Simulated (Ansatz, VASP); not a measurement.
## EuS: VASP beside Ansatz

```
CELL_PARAMETERS angstrom
0.00000 2.92422 2.92422
2.92422 0.00000 2.92422
2.92422 2.92422 0.00000
ATOMIC_POSITIONS crystal
Eu 0.00000 0.00000 0.00000
S 0.50000 0.50000 0.50000
```

Alike in both runs: task electric field gradients; functional PBE; k mesh 10 × 10 × 10; occupations fermi-dirac, width 0.08 eV; collinear spin.

|  | VASP | Ansatz |
| --- | --- | --- |
| version | VASP 6.6.1 | Ansatz 0.2.0 |
| potentials or method | VASP PAW PBE potentials, release 64 (Eu, S), cutoff 520 eV | all-electron PAW with datasets made for the crystal, scalar-relativistic |

Ansatz gave:

- pressure (GPa): 0.1
- net moment per atom (μB): 3.48
- size of the moment on the site where the two differ most (μB): 6.71

Task: Which values does VASP return?

Result: Pressure (GPa): -0.3; net moment per atom (μB): 3.47; size of the moment on the site where the two differ most (μB): 6.56.

Site moments also hang on the region over which each program counts them. Ansatz ran all-electron here, and VASP with PAW potentials.

Spin-orbit coupling is off throughout.
